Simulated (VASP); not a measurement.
# BaTiO3 (Pm-3m) in VASP: single point with HSE06

Aim: the single point of BaTiO3 with HSE06.

Everything below comes from runs of VASP 6.6.1. Logs are shortened: lines on timing, memory, paths and dates and some standing lists are left out, and cuts for length are marked.

## (1) The cell of the first run

Symmetry: Pm-3m, No. 221, cubic system. Conventional cell: a = 3.970 Å, b = 3.970 Å, c = 3.970 Å, α = 90.00°, β = 90.00°, γ = 90.00°. Within 3.7 Å of Ba (site symmetry m-3m) lie 12 O at 2.81 Å and 8 Ti at 3.44 Å. Within 2.6 Å of Ti (site symmetry m-3m) lie 6 O at 1.99 Å. Within 2.6 Å of O (site symmetry 4/mmm) lie 2 Ti at 1.99 Å.

## (2) Single point, HSE06

POSCAR reads:

```
BaTiO3
1.0
    7.9404200000      0.0000000000      0.0000000000
    0.0000000000      7.9404200000      0.0000000000
    0.0000000000      0.0000000000      7.9404200000
Ba Ti O
8 8 24
Direct
    0.0000000000      0.0000000000      0.0000000000
    0.0000000000      0.0000000000      0.5000000000
    0.0000000000      0.5000000000      0.0000000000
    0.0000000000      0.5000000000      0.5000000000
    0.5000000000      0.0000000000      0.0000000000
    0.5000000000      0.0000000000      0.5000000000
    0.5000000000      0.5000000000      0.0000000000
    0.5000000000      0.5000000000      0.5000000000
    0.2500000000      0.2500000000      0.2500000000
    0.2500000000      0.2500000000      0.7500000000
    0.2500000000      0.7500000000      0.2500000000
    0.2500000000      0.7500000000      0.7500000000
    0.7500000000      0.2500000000      0.2500000000
    0.7500000000      0.2500000000      0.7500000000
    0.7500000000      0.7500000000      0.2500000000
    0.7500000000      0.7500000000      0.7500000000
    0.2500000000      0.2500000000      0.0000000000
    0.2500000000      0.2500000000      0.5000000000
    0.2500000000      0.7500000000      0.0000000000
    0.2500000000      0.7500000000      0.5000000000
    0.7500000000      0.2500000000      0.0000000000
    0.7500000000      0.2500000000      0.5000000000
    0.7500000000      0.7500000000      0.0000000000
    0.7500000000      0.7500000000      0.5000000000
    0.0000000000      0.2500000000      0.2500000000
    0.0000000000      0.2500000000      0.7500000000
    0.0000000000      0.7500000000      0.2500000000
    0.0000000000      0.7500000000      0.7500000000
    0.5000000000      0.2500000000      0.2500000000
    0.5000000000      0.2500000000      0.7500000000
    0.5000000000      0.7500000000      0.2500000000
    0.5000000000      0.7500000000      0.7500000000
    0.2500000000      0.0000000000      0.2500000000
    0.2500000000      0.0000000000      0.7500000000
    0.2500000000      0.5000000000      0.2500000000
    0.2500000000      0.5000000000      0.7500000000
    0.7500000000      0.0000000000      0.2500000000
    0.7500000000      0.0000000000      0.7500000000
    0.7500000000      0.5000000000      0.2500000000
    0.7500000000      0.5000000000      0.7500000000
```

INCAR.step1 reads:

```
PREC = Accurate ; ENCUT = 520
EDIFF = 1E-5 ; ISMEAR = -1
SIGMA = 0.05 ; LREAL = Auto
LASPH = True ; NELM = 120
ALGO = Normal ; ISIF = 2
LWAVE = True ; LCHARG = False
NBANDS = 186 ; GGA = PE
GGA_COMPAT = False
```

INCAR.step2 reads:

```
PREC = Accurate ; ENCUT = 520
EDIFF = 1E-6 ; ISMEAR = -1
SIGMA = 0.05 ; LREAL = Auto
LASPH = True ; NELM = 120
ALGO = Normal ; ISIF = 2
LWAVE = False ; LCHARG = False
GGA = PE ; LHFCALC = True
HFSCREEN = 0.2079 ; PRECFOCK = Fast
NBANDS = 186 ; ISTART = 1
GGA_COMPAT = False
```

KPOINTS reads:

```
Automatic mesh
0
Gamma
  1 1 1
```

Potentials or basis: VASP PAW PBE potentials, release 64 (Ba_sv, Ti_sv, O).

Started as:

```
> cat potpaw_PBE.64/Ba_sv/POTCAR potpaw_PBE.64/Ti_sv/POTCAR potpaw_PBE.64/O/POTCAR > POTCAR
> cp INCAR.step1 INCAR
> mpirun -np 1 vasp_gam > vasp.out
> cp INCAR.step2 INCAR
> mpirun -np 1 vasp_gam > vasp.out
```

OUTCAR:

```text
PREC = Accurate
   ENCUT = 520
   EDIFF = 1E-6
   ISMEAR = -1
   LREAL = Auto
   LASPH = True
   NELM = 120
   ISIF = 2
   GGA = PE
   LHFCALC = True
   HFSCREEN = 0.2079
   PRECFOCK = Fast
   ISTART = 1

 ion  position               nearest neighbor table
   1  0.000  0.000  0.000-  17 2.81  19 2.81  21 2.81  23 2.81  25 2.81  26 2.81  27 2.81  28 2.81
                            33 2.81  34 2.81  37 2.81  38 2.81  13 3.44  14 3.44  15 3.44  16 3.44
   2  0.000  0.000  0.500-  18 2.81  20 2.81  22 2.81  24 2.81  25 2.81  26 2.81  27 2.81  28 2.81
                            33 2.81  34 2.81  37 2.81  38 2.81  13 3.44  14 3.44  15 3.44  16 3.44
   3  0.000  0.500  0.000-  17 2.81  19 2.81  21 2.81  23 2.81  25 2.81  26 2.81  27 2.81  28 2.81
                            35 2.81  36 2.81  39 2.81  40 2.81  13 3.44  14 3.44  15 3.44  16 3.44
   4  0.000  0.500  0.500-  18 2.81  20 2.81  22 2.81  24 2.81  25 2.81  26 2.81  27 2.81  28 2.81
                            35 2.81  36 2.81  39 2.81  40 2.81  13 3.44  14 3.44  15 3.44  16 3.44
   5  0.500  0.000  0.000-  17 2.81  19 2.81  21 2.81  23 2.81  29 2.81  30 2.81  31 2.81  32 2.81
                            33 2.81  34 2.81  37 2.81  38 2.81  13 3.44  14 3.44  15 3.44  16 3.44
   6  0.500  0.000  0.500-  18 2.81  20 2.81  22 2.81  24 2.81  29 2.81  30 2.81  31 2.81  32 2.81
                            33 2.81  34 2.81  37 2.81  38 2.81  13 3.44  14 3.44  15 3.44  16 3.44
   7  0.500  0.500  0.000-  17 2.81  19 2.81  21 2.81  23 2.81  29 2.81  30 2.81  31 2.81  32 2.81
                            35 2.81  36 2.81  39 2.81  40 2.81  13 3.44  14 3.44  15 3.44  16 3.44
   8  0.500  0.500  0.500-  18 2.81  20 2.81  22 2.81  24 2.81  29 2.81  30 2.81  31 2.81  32 2.81
                            35 2.81  36 2.81  39 2.81  40 2.81  13 3.44  14 3.44  15 3.44  16 3.44
   9  0.250  0.250  0.250-  17 1.99  18 1.99  25 1.99  29 1.99  33 1.99  35 1.99   7 3.44   8 3.44
[... 45 lines left out ...]
 A1 = (   7.9404200000,   0.0000000000,   0.0000000000)
 A2 = (   0.0000000000,   7.9404200000,   0.0000000000)
 A3 = (   0.0000000000,   0.0000000000,   7.9404200000)

Analysis of symmetry for initial positions (statically):
=====================================================================
 Subroutine PRICEL returns following result:

  LATTYP: Found a simple cubic cell.
 ALAT       =     3.9702100000

  Lattice vectors:

 A1 = (   3.9702100000,   0.0000000000,   0.0000000000)
 A2 = (   0.0000000000,   3.9702100000,   0.0000000000)
 A3 = (   0.0000000000,   0.0000000000,   3.9702100000)

   8 primitive cells build up your supercell.

 Routine SETGRP: Setting up the symmetry group for a
 simple cubic supercell.

 Subroutine GETGRP returns: Found 48 space group operations
 (whereof 48 operations were pure point group operations)
 out of a pool of 48 trial point group operations.

The static configuration has the point symmetry O_h .

Analysis of symmetry for dynamics (positions and initial velocities):
=====================================================================
 Subroutine PRICEL returns following result:

  LATTYP: Found a simple cubic cell.
 ALAT       =     3.9702100000

  Lattice vectors:

 A1 = (   3.9702100000,   0.0000000000,   0.0000000000)
 A2 = (   0.0000000000,   3.9702100000,   0.0000000000)
 A3 = (   0.0000000000,   0.0000000000,   3.9702100000)

   8 primitive cells build up your supercell.

 Routine SETGRP: Setting up the symmetry group for a
 simple cubic supercell.

 Subroutine GETGRP returns: Found 48 space group operations
 (whereof 48 operations were pure point group operations)
 out of a pool of 48 trial point group operations.

The dynamic configuration has the point symmetry O_h .

 Subroutine INISYM returns: Found 48 space group operations
 (whereof 48 operations are pure point group operations),
 and found     8 'primitive' translations

----------------------------------------------------------------------------------------

                                     Primitive cell

  volume of cell :      62.5807

  direct lattice vectors                    reciprocal lattice vectors
     3.970210000  0.000000000  0.000000000     0.251875845  0.000000000  0.000000000
     0.000000000  3.970210000  0.000000000     0.000000000  0.251875845  0.000000000
     0.000000000  0.000000000  3.970210000     0.000000000  0.000000000  0.251875845

  length of vectors
     3.970210000  3.970210000  3.970210000     0.251875845  0.251875845  0.251875845

  position of ions in fractional coordinates (direct lattice)
     0.000000000  0.000000000  0.000000000
     0.500000000  0.500000000  0.500000000
     0.500000000  0.500000000  0.000000000
     0.000000000  0.500000000  0.500000000
     0.500000000  0.000000000  0.500000000

  ion indices of the primitive-cell ions
   primitive index   ion index
                 1           1
                 2           9
                 3          17
                 4          25
                 5          33

----------------------------------------------------------------------------------------

 KPOINTS: Automatic mesh

Automatic generation of k-mesh.
 Grid dimensions read from file:
 generate k-points for:    1    1    1

 Generating k-lattice:

  Cartesian coordinates                     Fractional coordinates (reciprocal lattice)
     0.125937923  0.000000000  0.000000000     1.000000000  0.000000000  0.000000000
     0.000000000  0.125937923  0.000000000     0.000000000  1.000000000  0.000000000
     0.000000000  0.000000000  0.125937923     0.000000000  0.000000000  1.000000000

  Length of vectors
     0.125937923  0.125937923  0.125937923

  Shift w.r.t. Gamma in fractional coordinates (k-lattice)
     0.000000000  0.000000000  0.000000000

 Subroutine IBZKPT returns following result:
 ===========================================

 Found      1 irreducible k-points:

 Following reciprocal coordinates:
            Coordinates               Weight
  0.000000  0.000000  0.000000      1.000000
   k-points           NKPTS =      1   k-points in BZ     NKDIM =      1   number of bands    NBANDS=    186
   number of dos      NEDOS =    301   number of ions     NIONS =     40
   total plane-waves  NPLWV = 216000
   dimension x,y,z NGX =    60 NGY =   60 NGZ =   60
   dimension x,y,z NGXF=   120 NGYF=  120 NGZF=  120
   ions per type =               8   8  24
   NGX,Y,Z   is equivalent  to a cutoff of  12.56, 12.56, 12.56 a.u.
   NGXF,Y,Z  is equivalent  to a cutoff of  25.12, 25.12, 25.12 a.u.
 SYSTEM =  unknown system
   PREC   = accura    normal or accurate (medium, high low for compatibility)
   ISTART =      1    job   : 0-new  1-cont  2-samecut
   ICHARG =      0    charge: 1-file 2-atom 10-const
   ISPIN  =      1    spin polarized calculation?
   LNONCOLLINEAR =      F non collinear calculations
   LSORBIT =      F    spin-orbit coupling
   LASPH  =      T    aspherical Exc in radial PAW
   ENCUT  =  520.0 eV  38.22 Ry    6.18 a.u.  14.76 14.76 14.76*2*pi/ulx,y,z
   NELM   =    120;   NELMIN=  2; NELMDL=  0     # of ELM steps
   EDIFF  = 0.1E-05   stopping-criterion for ELM
   LREAL  =      T    real-space projection
   EDIFFG = 0.1E-04   stopping-criterion for IOM
   NSW    =      0    number of steps for IOM
   IBRION =     -1    ionic relax: 0-MD 1-quasi-New 2-CG
   NFREE  =      0    steps in history (QN), initial steepest desc. (CG)
   ISIF   =      2    stress and relaxation
   ISYM   =      3    0-nonsym 1-usesym 2-fastsym
   POTIM  = 0.5000    time-step for ionic-motion
   TEBEG  =    0.0;   TEEND  =   0.0 temperature during run
   PSTRESS=    0.0 pullay stress
   NELECT =     320.0000    total number of electrons
   NUPDOWN=      -1.0000    fix difference up-down
   EMIN   =  10.00;   EMAX   =-10.00  energy-range for DOS
   EFERMI =   0.00;   METHOD = LEGACY
   ISMEAR =    -1;   SIGMA  =   0.05  broadening in eV -4-tet -1-fermi 0-gaus
   EFERMI_NEDOS =   21; number of points for ismear=-14 and -15
   IALGO  =     38    algorithm
   IMIX   =      1    mixing-type and parameters
     AMIX     =   0.40;   BMIX     =  1.00
     AMIX_MAG =   1.60;   BMIX_MAG =  1.00
  volume/ion in A,a.u.               =      12.52        84.46
  Fermi-wavevector in a.u.,A,eV,Ry     =   1.410202  2.664896 27.057496  1.988670
  Thomas-Fermi vector in A             =   2.532180
   LORBIT       =      0    0 simple, 1 ext, 2 COOP (PROOUT), +10 PAW based schemes
   GGA     = PE    functional components
   LHFCALC =     T    Hartree Fock is set to
   PRECFOCK=fast      Normal, Fast or Accurate (Low or Medium for compatibility)
   ENCUT4O =  -1.0   cutoff for four orbital integrals eV
   NKREDX  =     1    reduce k-point grid by
   NKREDY  =     1    reduce k-point grid by
   NKREDZ  =     1    reduce k-point grid by
   AEXX    =    0.2500 exact exchange contribution
   HFSCREEN=    0.2079 screening length (either q_TF or 0.3 A-1)
   HFSCREENC=   0.2079 screening length for correlation (either q_TF or 0.3 A-1)
   ENCUTFOCK=  -1.0 apply spherical cutoff to Coloumb kernel
   IVDW    =     0    specifies the selected vdW correction
   LEPSILON=     F    determine dielectric tensor
   LRPA    =     F    only Hartree local field effects (RPA)
 non-spin polarized calculation
  energy-cutoff  :      520.00
  volume of cell :      500.65
 maximum number of plane-waves:      6699
 NGX is ok and might be reduce to    60
  NGX = 30; NGY = 30; NGZ = 30

 number of electron     319.9999826 magnetization

 Free energy of the ion-electron system (eV)
  ---------------------------------------------------
  ext. energy  EPLUGINS =         0.00000000
  ---------------------------------------------------
  free energy    TOTEN  =      -382.15588987 eV

  energy without entropy =     -382.15588987  energy(sigma->0) =     -382.15588987

 E-fermi :   4.4488     XC(G=0):  -9.3570

 val. band max:        3.0883332634   @ k =   0.0000   0.0000   0.0000
 cond. band min:       5.9543721220   @ k =   0.0000   0.0000   0.0000
 fundamental gap:      2.8660388586
 Fermi energy:         4.4487589029

 k-point     1 :       0.0000    0.0000    0.0000
  band No.  band energies     occupation
      1     -58.3389      2.00000
      2     -58.3379      2.00000
      3     -58.3379      2.00000
      4     -58.3379      2.00000
      5     -58.3369      2.00000
      6     -58.3369      2.00000
[... 164 lines left out ...]
    171       7.9498      0.00000
    172       7.9498      0.00000
 [bands above 172 left out]

------------------------ aborting loop because EDIFF is reached ----------------------------------------

  FORCE on cell =-STRESS in cart. coord.  units (eV):
  Direction    XX          YY          ZZ          XY          YZ          ZX
  --------------------------------------------------------------------------------------
  -------------------------------------------------------------------------------------
  Total       15.2472676     15.2472676     15.2472676      0.0000000     -0.0000000      0.0000000
  in kB       48.7946471     48.7946471     48.7946471      0.0000000     -0.0000000      0.0000000
  external PRESSURE =      48.7946471 kB  Pullay stress =       0.0000000 kB

 VOLUME and BASIS-vectors are now :
 -----------------------------------------------------------------------------
  energy-cutoff  :      520.00
  volume of cell :      500.65
      direct lattice vectors                 reciprocal lattice vectors
     7.940420000  0.000000000  0.000000000     0.125937923  0.000000000  0.000000000
     0.000000000  7.940420000  0.000000000     0.000000000  0.125937923  0.000000000
     0.000000000  0.000000000  7.940420000     0.000000000  0.000000000  0.125937923

 POSITION                                       TOTAL-FORCE (eV/Angst)
 -----------------------------------------------------------------------------------
      0.00000      0.00000      0.00000         0.000000      0.000000     -0.000000
      0.00000      0.00000      3.97021         0.000000      0.000000     -0.000000
      0.00000      3.97021      0.00000         0.000000      0.000000     -0.000000
      0.00000      3.97021      3.97021         0.000000      0.000000     -0.000000
      3.97021      0.00000      0.00000         0.000000      0.000000     -0.000000
      3.97021      0.00000      3.97021         0.000000      0.000000     -0.000000
[... 32 lines left out ...]
      5.95531      3.97021      1.98510         0.000000      0.000000     -0.000000
      5.95531      3.97021      5.95531         0.000000      0.000000     -0.000000
 -----------------------------------------------------------------------------------
    total drift:                               -0.000012     -0.000046     -0.000043

  FREE ENERGIE OF THE ION-ELECTRON SYSTEM (eV)
  ---------------------------------------------------
  free  energy   TOTEN  =      -382.1558898738 eV

  energy  without entropy=     -382.1558898738  energy(sigma->0) =     -382.15588987
```

Run time: 33 min. Hardware: 1 thread of AMD EPYC 7R43 (Zen 3), shared host; peak memory 0.61 GiB.

What came out:

```yaml
Free_energy: -382.1559 eV
Pressure: 4.9 GPa
Band_gap_on_the_k_mesh: 2.87 eV
```

Levels at points of the mesh, in eV from the valence-band top:
```
           k point  band 156  band 157  band 158  band 159  band 160  band 161  band 162  band 163  band 164  band 165
(0.00, 0.00, 0.00)     -0.09     -0.09      0.00      0.00      0.00      2.87      2.87      2.87      3.04      3.04
```

Caveat: the k points lie up to 0.79 Å⁻¹ apart; the PAW data sets were made with another functional, which shifts forces and pressure a little; spin-orbit coupling is left out, which moves the levels of the heavy elements; an odd mesh through Γ misses points on the zone boundary, where band edges can lie.
